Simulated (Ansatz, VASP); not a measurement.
SnSe: VASP beside Ansatz

File INCAR:

```
  PREC = Accurate
  ENCUT = 500
  EDIFF = 1E-6
  ISMEAR = 0
  SIGMA = 0.1
  LREAL = False
  LASPH = True
  NELM = 120
  ALGO = Normal
  ISIF = 2
  LWAVE = False
  LCHARG = False
  GGA = PS
  NBANDS = 17
  GGA_COMPAT = False
```

KPOINTS

```
regular mesh
0
Gamma
  6 6 6
```

Contents of POSCAR:

```
SnSe
1.0
    0.0000000000      2.8639050171      2.8639050171
    2.8639050171      0.0000000000      2.8639050171
    2.8639050171      2.8639050171      0.0000000000
Sn Se
1 1
Direct
    0.0000000000      0.0000000000      0.0000000000
    0.5000000000      0.5000000000      0.5000000000
```

Input for Ansatz:

```yaml
crystal:
  lattice:
    - [0.0, 2.8639050171, 2.8639050171]
    - [2.8639050171, 0.0, 2.8639050171]
    - [2.8639050171, 2.8639050171, 0.0]
  atoms:
    - { symbol: Sn, position: [0.0, 0.0, 0.0] }
    - { symbol: Se, position: [0.5, 0.5, 0.5] }
basis:
  ecutwfc: 420
kpoints:
  mp_grid: { grid: [6, 6, 6] }
hamiltonian:
  xc: pbesol
scf:
  occupations: { method: gaussian, width: 0.1 }
output:
  forces: true
  stress: true
  eigenvalues: true
```

Alike in both runs: task single point; functional PBEsol; k mesh 6 × 6 × 6; occupations gaussian, width 0.1 eV; no spin polarisation.

```csv
,VASP,Ansatz
version,VASP 6.6.1,Ansatz 0.2.0
potentials or method,"VASP PAW PBE potentials, release 64 (Sn_d, Se), cutoff 500 eV","scalar-relativistic, plane waves, PAW"
valence electrons in the cell,20,30
```

```csv
,VASP,Ansatz,Ansatz less VASP
gap on the k mesh at the Fermi level (eV),1.19,1.20,+0.010
least direct gap on the mesh (eV),1.29,1.29,+0.005
pressure (GPa),7.7,7.6,-0.09
```

VASP's potentials were made for PBE, not for PBEsol. VASP's potentials hold 20 valence electrons a cell and Ansatz's 30, so a difference there can come from the potentials and not from the codes.
